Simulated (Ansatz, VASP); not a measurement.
## Ta3S5: VASP beside Ansatz

```xyz
8
Lattice="6.0863 0.0000 0.0000 -3.0432 5.2709 0.0000 0.0000 0.0000 9.6033" Properties=species:S:1:pos:R:3 pbc="T T T"
Ta    3.0432    0.0000    0.0000
Ta   -1.5216    2.6354    0.0000
Ta    1.5216    2.6354    0.0000
S     3.0432    0.0000    4.8016
S    -1.5216    2.6354    4.8016
S     1.5216    2.6354    4.8016
S     0.0000    0.0000    6.4428
S     0.0000    0.0000    3.1604
```

Alike in both runs: task single point; functional PBE; k mesh 3 × 3 × 2; occupations gaussian, width 0.1 eV; collinear spin.

|  | VASP | Ansatz |
| --- | --- | --- |
| version | VASP 6.6.1 | Ansatz 0.2.0 |
| potentials or method | VASP PAW PBE potentials, release 64 (Ta_pv, S), cutoff 520 eV | scalar-relativistic, plane waves, PAW |
| valence electrons in the cell | 63 | 69 |

Ansatz gave:

| Property | Result |
| --- | --- |
| gap on the k mesh at the Fermi level (eV) | none |
| pressure (GPa) | -10.8 |
| traceless stress, the component that is largest in VASP (GPa) | 5.52 |
| rms of the force components (eV/Å) | 0.019 |
| net moment per atom (μB) | 0.18 |
| size of the moment on the site where the two differ most (μB) | 1.13 |

Q: Which values does VASP return?

A: gap on the k mesh at the Fermi level (eV): none; pressure (GPa): -10.8; traceless stress, the component that is largest in VASP (GPa): 5.54; rms of the force components (eV/Å): 0.018; net moment per atom (μB): 0.18; size of the moment on the site where the two differ most (μB): 0.78.

Site moments also hang on the region over which each program counts them. Atom by atom the forces differ by 0.001 eV/Å (rms over components). A gap of «none» marks a metal or a gap that the smearing closes. VASP's potentials hold 63 valence electrons a cell and Ansatz's 69, so a difference there can come from the potentials and not from the codes.

The k mesh is coarse, so the values compare programs but aren't converged. Spin-orbit coupling is off throughout.
